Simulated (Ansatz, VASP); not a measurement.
## Sb in VASP and in Ansatz

Contents of INCAR:

```
SYSTEM = Sb
PREC = Accurate ; ENCUT = 400
EDIFF = 1E-8 ; ISMEAR = -1
SIGMA = 0.08 ; LREAL = .FALSE.
LASPH = .TRUE. ; NELM = 120
ALGO = Normal ; ISIF = 2
LWAVE = .FALSE. ; LCHARG = .FALSE.
GGA = PE ; LEFG = .TRUE.
NBANDS = 8 ; GGA_COMPAT = .FALSE.
```

The input KPOINTS:

```
Automatic mesh
0
G
  12 12 12
  0 0 0
```

Contents of POSCAR:

```
Sb
1.0
    3.1600000000      0.0000000000      0.0000000000
    0.0000000000      3.1600000000      0.0000000000
    0.0000000000      0.0000000000      3.1600000000
Sb
1
Direct
    0.0000000000      0.0000000000      0.0000000000
```

Input for Ansatz:

```yaml
crystal:
  lattice:
    - [3.16, 0.0, 0.0]
    - [0.0, 3.16, 0.0]
    - [0.0, 0.0, 3.16]
  atoms:
    - { symbol: Sb, position: [0.0, 0.0, 0.0] }
kpoints:
  mp_grid: { grid: [12, 12, 12] }
  band_path:
    path:
      - [0.0, 0.0, 0.0]
      - [0.0, 0.5, 0.0]
      - [0.5, 0.5, 0.0]
      - [0.0, 0.0, 0.0]
      - [0.5, 0.5, 0.5]
      - [0.0, 0.5, 0.0]
      - [0.5, 0.5, 0.5]
      - [0.5, 0.5, 0.0]
    npoints: 8
scf:
  occupations: { method: fermi_dirac, width: 0.08 }
hamiltonian:
  xc: pbe
  pseudopotentials: { kind: all_electron, datasets: crystal }
output:
  forces: true
  stress: true
  eigenvalues: true
  efg: { contact_densities: true }
```

Alike in both runs: task electric field gradients; functional PBE; k mesh 12 × 12 × 12; occupations fermi-dirac, width 0.08 eV; no spin polarisation.

```csv
,VASP,Ansatz
version,VASP 6.6.1,Ansatz 0.2.0
potentials or method,"VASP PAW PBE potentials, release 64 (Sb), cutoff 400 eV","all-electron PAW with datasets made for the crystal, scalar-relativistic"
```

VASP gave:

* pressure (GPa): -2.3

Task: Estimate Ansatz's values.

Result: Pressure (GPa): -2.2.

Ansatz ran all-electron here, and VASP with PAW potentials.

Neither program's run includes spin-orbit coupling.
